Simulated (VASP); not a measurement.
**AlNi: single point with PBEsol**

Crystal: AlNi.

```
Al Ni
1.0
     2.02133   -2.02135    0.00000
     2.02133    2.02135    0.00000
     0.00000    0.00000    2.86941
Al Ni
1 1
Direct
  0.00000 0.00000 0.01307
  0.50000 0.50000 0.50000
```

This cell differs from its parent crystal: all Al atoms moved +0.037 Å, as atom 1 along Cartesian [0 0 1].

```json
{
  "Program": "VASP 6.6.1",
  "Task": "single point",
  "Functional": "PBEsol",
  "Potentials or basis": "VASP PAW PBE potentials, release 64 (Al, Ni)",
  "Cutoff": "520 eV",
  "k mesh": "20 × 20 × 20",
  "Occupations": "gaussian, width 0.15 eV",
  "Spin": "no spin polarisation",
  "Dipole correction": "no",
  "Further INCAR settings": "ALGO = Fast; EDIFF = 1e-07; NBANDS = 14"
}
```

```json
{"Pressure": "0.2 GPa", "Largest force": "0.235 eV/Å"}
```

Forces on the atoms (eV/Å):
```
Al   0.000  0.000 -0.235
Ni   0.000  0.000  0.235
```

Stress tensor (GPa, compression positive):
```
 0.37  0.00  0.00
 0.00  0.36  0.00
 0.00  0.00 -0.01
```

Levels at points of the mesh, in eV from the Fermi level:
| k point | band 5 | band 6 | band 7 | band 8 | band 9 | band 10 |
| --- | --- | --- | --- | --- | --- | --- |
| (0.00, 0.00, 0.00) | -1.58 | -1.57 | 5.49 | 5.63 | 5.63 | 8.20 |
| (0.50, 0.00, 0.00) | -2.30 | -1.49 | -0.65 | 8.33 | 10.02 | 10.14 |
| (0.50, 0.50, 0.00) | -2.14 | -2.14 | -1.03 | 1.52 | 2.62 | 12.45 |
| (0.00, 0.00, 0.50) | -2.30 | -1.49 | -0.67 | 8.33 | 10.12 | 10.12 |
| (0.50, 0.00, 0.50) | -2.13 | -2.12 | -1.04 | 1.49 | 2.58 | 12.54 |
| (0.50, 0.50, 0.50) | -1.00 | 1.96 | 1.97 | 1.97 | 3.88 | 4.55 |

Run time: 3.5 min on 1 thread of Intel Xeon 6975P-C (shared host), peak memory 0.5 GiB.

Caveat: the cell differs from its parent crystal (all Al atoms moved +0.037 Å, as atom 1 along Cartesian [0 0 1]); the PAW data sets were made with another functional, which shifts forces and pressure a little. Spin polarisation is off, so any magnetic state and its effect on volume and gap are missing.
